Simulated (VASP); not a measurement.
Input of a VASP 6.6.1 run:

Contents of INCAR:

```
PREC     = Accurate       # precision mode
ENCUT    = 520            # plane-wave cutoff, eV
EDIFF    = 1E-8           # SCF threshold, eV
ISMEAR   = -1             # smearing method
SIGMA    = 0.02           # smearing width, eV
LREAL    = False          # projectors in reciprocal space
LASPH    = True           # aspherical terms in the spheres
NELM     = 80             # most SCF steps
ALGO     = Normal         # electronic algorithm
ISIF     = 2              # what is computed and relaxed
LWAVE    = False          # write WAVECAR
LCHARG   = False          # write CHGCAR
GGA      = PS             # functional
LEFG     = True         
NBANDS   = 16             # bands
```

Contents of KPOINTS:

```
Automatic mesh
0
Gamma
  11 11 4
```

File POSCAR:

```
BN
1.0
    2.5791114554      0.0000000000      0.0000000000
   -1.2895557278      2.2335760396      0.0000000000
    0.0000000000      0.0000000000      6.6612000000
B N
2 2
Direct
    0.3333333333      0.6666666667      0.2500000000
    0.6666666667      0.3333333333      0.7500000000
    0.3333333333      0.6666666667      0.7500000000
    0.6666666667      0.3333333333      0.2500000000
```

Potentials or basis: VASP PAW PBE potentials, release 64 (B, N).

The run is started by

```console
$ cat potpaw_PBE.64/B/POTCAR potpaw_PBE.64/N/POTCAR > POTCAR
$ mpirun -np 1 vasp_std > vasp.out
```

**Question.** Estimate the band gap on the k mesh.

**Answer.** 4.08 eV, indirect (least direct gap 4.38 eV).

**Question.** What does it give for the pressure?

**Answer.** -18.1 GPa.

Electric field gradients, principal values (V/Å²):
| atom | least | middle | greatest (by size) |
| --- | --- | --- | --- |
| 1 B | -16.318 | -16.318 | 32.636 |
| 2 B | -16.318 | -16.318 | 32.636 |
| 3 N | 2.658 | 2.661 | -5.318 |
| 4 N | 2.658 | 2.661 | -5.318 |

Caveat: the cell differs from its parent crystal (equal xx and yy strain of +3 %); without QUAD_EFG the Cq values of the log hold for a quadrupole moment of 1 mb, not for the nuclei; the PAW data sets were made with another functional, which shifts forces and pressure a little; this functional lacks dispersion, which binds the layers, so the pressure and a relaxed spacing across them are unreliable. A k mesh can miss the band edges.
